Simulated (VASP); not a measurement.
# V (Pm-3m) in VASP: notebook, part 2 of 2

VASP 6.6.1. The steps go on from the part before.

**4. Single point, LDA**

This run uses another cell than the first one, of 13.49 Å³/atom, 0.926 times its volume.

File INCAR:

```
SYSTEM = V
ALGO     = Normal         ! electronic algorithm
EDIFF    = 1E-7           ! SCF threshold, eV
ENCUT    = 520            ! plane-wave cutoff, eV
ISIF     = 2              ! what is computed and relaxed
ISMEAR   = -1             ! smearing method
LASPH    = .TRUE.         ! aspherical terms in the spheres
LCHARG   = .TRUE.         ! write CHGCAR
LELF     = .TRUE.         ! ELF
LREAL    = .FALSE.        ! projectors in reciprocal space
LVHAR    = .TRUE.       
LWAVE    = .FALSE.        ! write WAVECAR
NBANDS   = 12             ! bands
NELM     = 80             ! most SCF steps
PREC     = Accurate       ! precision mode
SIGMA    = 0.1            ! smearing width, eV
```

File KPOINTS:

```
k-points
0
G
  22 22 22
  0 0 0
```

File POSCAR:

```
V
1.0
    2.3807933412      0.0000000000      0.0000000000
    0.0000000000      2.3807933412      0.0000000000
    0.0000000000      0.0000000000      2.3807933412
V
1
Direct
    0.0000000000      0.0000000000      0.0000000000
```

Potentials or basis: VASP PAW LDA potentials, release 64 (V_sv).

Launch:

```sh
$ cat potpaw_LDA.64/V_sv/POTCAR > POTCAR
$ mpirun -np 1 vasp_std > vasp.out
```

OUTCAR:

```text
SYSTEM = V
   EDIFF = 1E-7
   ENCUT = 520
   ISIF = 2
   ISMEAR = -1
   LASPH = .TRUE.
   LREAL = .FALSE.
   NELM = 80
   PREC = Accurate

 ion  position               nearest neighbor table
   1  0.000  0.000  0.000-

  LATTYP: Found a simple cubic cell.
 ALAT       =     2.3807933412

  Lattice vectors:

 A1 = (   2.3807933412,   0.0000000000,   0.0000000000)
 A2 = (   0.0000000000,   2.3807933412,   0.0000000000)
 A3 = (   0.0000000000,   0.0000000000,   2.3807933412)

Analysis of symmetry for initial positions (statically):
=====================================================================
 Subroutine PRICEL returns:
 Original cell was already a primitive cell.

 Routine SETGRP: Setting up the symmetry group for a
 simple cubic supercell.

 Subroutine GETGRP returns: Found 48 space group operations
 (whereof 48 operations were pure point group operations)
 out of a pool of 48 trial point group operations.

The static configuration has the point symmetry O_h .

Analysis of symmetry for dynamics (positions and initial velocities):
=====================================================================
 Subroutine PRICEL returns:
 Original cell was already a primitive cell.

 Routine SETGRP: Setting up the symmetry group for a
 simple cubic supercell.

 Subroutine GETGRP returns: Found 48 space group operations
 (whereof 48 operations were pure point group operations)
 out of a pool of 48 trial point group operations.

The dynamic configuration has the point symmetry O_h .

 Subroutine INISYM returns: Found 48 space group operations
 (whereof 48 operations are pure point group operations),
 and found     1 'primitive' translations

----------------------------------------------------------------------------------------

                                     Primitive cell

  volume of cell :      13.4948

  direct lattice vectors                    reciprocal lattice vectors
     2.380793341  0.000000000  0.000000000     0.420028056  0.000000000  0.000000000
     0.000000000  2.380793341  0.000000000     0.000000000  0.420028056  0.000000000
     0.000000000  0.000000000  2.380793341     0.000000000  0.000000000  0.420028056

  length of vectors
     2.380793341  2.380793341  2.380793341     0.420028056  0.420028056  0.420028056

  position of ions in fractional coordinates (direct lattice)
     0.000000000  0.000000000  0.000000000

  ion indices of the primitive-cell ions
   primitive index   ion index
                 1           1

----------------------------------------------------------------------------------------

 KPOINTS: k-points

Automatic generation of k-mesh.
 Grid dimensions read from file:
 generate k-points for:   22   22   22

 Generating k-lattice:

  Cartesian coordinates                     Fractional coordinates (reciprocal lattice)
     0.019092184  0.000000000  0.000000000     0.045454545  0.000000000  0.000000000
     0.000000000  0.019092184  0.000000000     0.000000000  0.045454545  0.000000000
     0.000000000  0.000000000  0.019092184     0.000000000  0.000000000  0.045454545

  Length of vectors
     0.019092184  0.019092184  0.019092184

  Shift w.r.t. Gamma in fractional coordinates (k-lattice)
     0.000000000  0.000000000  0.000000000

 Subroutine IBZKPT returns following result:
 ===========================================

 Found    364 irreducible k-points:

 Following reciprocal coordinates:
            Coordinates               Weight
  0.000000  0.000000  0.000000      1.000000
  0.045455  0.000000  0.000000      6.000000
  0.090909  0.000000  0.000000      6.000000
  0.136364  0.000000  0.000000      6.000000
  0.181818  0.000000  0.000000      6.000000
  0.227273  0.000000  0.000000      6.000000
[... 16 lines left out ...]
  0.500000  0.045455  0.000000     12.000000
  0.090909  0.090909  0.000000     12.000000
 [... further k-points ...]
   k-points           NKPTS =    364   k-points in BZ     NKDIM =    364   number of bands    NBANDS=     12
   number of dos      NEDOS =    301   number of ions     NIONS =      1
   total plane-waves  NPLWV =   5832
   dimension x,y,z NGX =    18 NGY =   18 NGZ =   18
   dimension x,y,z NGXF=    36 NGYF=   36 NGZF=   36
   ions per type =               1
   NGX,Y,Z   is equivalent  to a cutoff of  12.57, 12.57, 12.57 a.u.
   NGXF,Y,Z  is equivalent  to a cutoff of  25.14, 25.14, 25.14 a.u.
 SYSTEM =  V
   PREC   = accura    normal or accurate (medium, high low for compatibility)
   ISTART =      0    job   : 0-new  1-cont  2-samecut
   ICHARG =      2    charge: 1-file 2-atom 10-const
   ISPIN  =      1    spin polarized calculation?
   LNONCOLLINEAR =      F non collinear calculations
   LSORBIT =      F    spin-orbit coupling
   LASPH  =      T    aspherical Exc in radial PAW
   ENCUT  =  520.0 eV  38.22 Ry    6.18 a.u.   4.43  4.43  4.43*2*pi/ulx,y,z
   NELM   =     80;   NELMIN=  2; NELMDL= -5     # of ELM steps
   EDIFF  = 0.1E-06   stopping-criterion for ELM
   LREAL  =      F    real-space projection
   EDIFFG = 0.1E-05   stopping-criterion for IOM
   NSW    =      0    number of steps for IOM
   IBRION =     -1    ionic relax: 0-MD 1-quasi-New 2-CG
   NFREE  =      0    steps in history (QN), initial steepest desc. (CG)
   ISIF   =      2    stress and relaxation
   ISYM   =      2    0-nonsym 1-usesym 2-fastsym
   POTIM  = 0.5000    time-step for ionic-motion
   TEBEG  =    0.0;   TEEND  =   0.0 temperature during run
   PSTRESS=    0.0 pullay stress
   NELECT =      13.0000    total number of electrons
   NUPDOWN=      -1.0000    fix difference up-down
   EMIN   =  10.00;   EMAX   =-10.00  energy-range for DOS
   EFERMI =   0.00;   METHOD = LEGACY
   ISMEAR =    -1;   SIGMA  =   0.10  broadening in eV -4-tet -1-fermi 0-gaus
   EFERMI_NEDOS =   21; number of points for ismear=-14 and -15
   IALGO  =     38    algorithm
   IMIX   =      4    mixing-type and parameters
     AMIX     =   0.40;   BMIX     =  1.00
     AMIX_MAG =   1.60;   BMIX_MAG =  1.00
  volume/ion in A,a.u.               =      13.49        91.07
  Fermi-wavevector in a.u.,A,eV,Ry     =   1.616842  3.055388 35.568052  2.614178
  Thomas-Fermi vector in A             =   2.711363
   LORBIT       =      0    0 simple, 1 ext, 2 COOP (PROOUT), +10 PAW based schemes
   GGA     = CA    functional components
   LHFCALC =     F    Hartree Fock is set to
   AEXX    =    0.0000 exact exchange contribution
   IVDW    =     0    specifies the selected vdW correction
   LEPSILON=     F    determine dielectric tensor
   LRPA    =     F    only Hartree local field effects (RPA)
 non-spin polarized calculation
  energy-cutoff  :      520.00
  volume of cell :       13.49
 maximum number of plane-waves:       377
 NGX is ok and might be reduce to    18
   NGX =  9   NGY =  9   NGZ =  9

 number of electron      13.0000012 magnetization

 Free energy of the ion-electron system (eV)
  ---------------------------------------------------
  ext. energy  EPLUGINS =         0.00000000
  ---------------------------------------------------
  free energy    TOTEN  =        -9.11568029 eV

  energy without entropy =       -9.07493653  energy(sigma->0) =       -9.09530841

 E-fermi :   9.6440     XC(G=0): -13.0956

 val. band max:        9.6383696580   @ k =   0.4091   0.0000   0.0000
 cond. band min:       9.6479255986   @ k =   0.5000   0.3182   0.2273
 fundamental gap:      0.0095559406
 Fermi energy:         9.6440238891

 k-point     1 :       0.0000    0.0000    0.0000
  band No.  band energies     occupation
      1     -53.4668      2.00000
      2     -26.9447      2.00000
      3     -26.9447      2.00000
      4     -26.9447      2.00000
      5       3.1631      2.00000
      6       7.2367      2.00000
      7       7.2367      2.00000
      8      13.4695      0.00000
      9      13.4695      0.00000
     10      13.4695      0.00000
     11      28.9100      0.00000
     12      28.9100      0.00000

 k-point     2 :       0.0455    0.0000    0.0000
  band No.  band energies     occupation
      1     -53.4621      2.00000
      2     -26.9741      2.00000
      3     -26.9422      2.00000
      4     -26.9422      2.00000
      5       3.2298      2.00000
      6       7.2526      2.00000
      7       7.2908      2.00000
      8      13.4144      0.00000
      9      13.4144      0.00000
     10      13.4736      0.00000
     11      28.3439      0.00000
     12      29.0144      0.00000
[... 316 lines left out ...]
 k-point    24 :       0.0909    0.0909    0.0000
  band No.  band energies     occupation
      1     -53.4305      2.00000
      2     -27.0564      2.00000
      3     -27.0416      2.00000
      4     -26.9251      2.00000
      5       3.6842      2.00000
      6       7.4359      2.00000
      7       7.5907      2.00000
      8      13.0351      0.00000
      9      13.2338      0.00000
     10      13.3179      0.00000
     11      27.3068      0.00000
     12      27.4877      0.00000

 [... further k-points ...]
[... 5 lines left out ...]
  --------------------------------------------------------------------------------------
  -------------------------------------------------------------------------------------
  Total        0.0952444      0.0952444      0.0952444      0.0000000      0.0000000     -0.0000000
  in kB       11.3079801     11.3079801     11.3079801      0.0000000      0.0000000     -0.0000000
  external PRESSURE =      11.3079801 kB  Pullay stress =       0.0000000 kB

 VOLUME and BASIS-vectors are now :
 -----------------------------------------------------------------------------
  energy-cutoff  :      520.00
  volume of cell :       13.49
      direct lattice vectors                 reciprocal lattice vectors
     2.380793341  0.000000000  0.000000000     0.420028056  0.000000000  0.000000000
     0.000000000  2.380793341  0.000000000     0.000000000  0.420028056  0.000000000
     0.000000000  0.000000000  2.380793341     0.000000000  0.000000000  0.420028056

 POSITION                                       TOTAL-FORCE (eV/Angst)
 -----------------------------------------------------------------------------------
      0.00000      0.00000      0.00000         0.000000      0.000000      0.000000
 -----------------------------------------------------------------------------------
    total drift:                                0.000000      0.000000      0.000000

  FREE ENERGIE OF THE ION-ELECTRON SYSTEM (eV)
  ---------------------------------------------------
  free  energy   TOTEN  =        -9.1156802924 eV

  energy  without entropy=       -9.0749365261  energy(sigma->0) =       -9.09530841
```

Wall time 26 s (1 thread of Intel Xeon 6975P-C, shared host); peak memory 0.16 GiB.

Results:

| Quantity | Value |
| --- | --- |
| Free energy | -9.1157 eV |
| Pressure | 1.1 GPa |

**5. The runs side by side**

| cell | k mesh | gap on the mesh (eV) | pressure (GPa) |
| --- | --- | --- | --- |
| a = 2.443 Å, 1 atom | 15 × 15 × 15 | none | -9.7 |
| a = 2.472 Å, 1 atom | 15 × 15 × 15 | none | -13.8 |
| a = 2.381 Å, 1 atom | 22 × 22 × 22 | none | 1.1 |

Alike in all rows: task single point; level LDA; potentials or basis VASP PAW LDA potentials, release 64 (V_sv); no spin polarisation; cutoff (eV) 520; smearing fermi-dirac 0.1 eV.

Absolute energies hang on the potentials; compare differences alone.
